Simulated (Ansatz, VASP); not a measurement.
# Two plane-wave programs on ReBi

```
Re Bi
1.0
     0.00000    3.10976    3.10976
     3.10976    0.00000    3.10976
     3.10976    3.10976    0.00000
Re Bi
1 1
Direct
  0.00000 0.00000 0.00000
  0.25000 0.25000 0.25000
```

Alike in both runs: task single point; functional PBE; k mesh 10 × 10 × 10; occupations gaussian, width 0.05 eV; non-collinear spin, spin-orbit coupling.

|  | VASP | Ansatz |
| --- | --- | --- |
| version | VASP 6.6.1 | Ansatz 0.2.0 |
| potentials or method | VASP PAW PBE potentials, release 64 (Re, Bi_d), cutoff 520 eV | plane waves, PAW |
| valence electrons in the cell | 22 | 30 |

|  | VASP | Ansatz | Ansatz less VASP |
| --- | --- | --- | --- |
| pressure (GPa) | 0.6 | 0.5 | -0.13 |

With one functional, cell and mesh, what is left measures potentials, basis and numerics. VASP's potentials hold 22 valence electrons a cell and Ansatz's 30, so a difference there can come from the potentials and not from the codes.
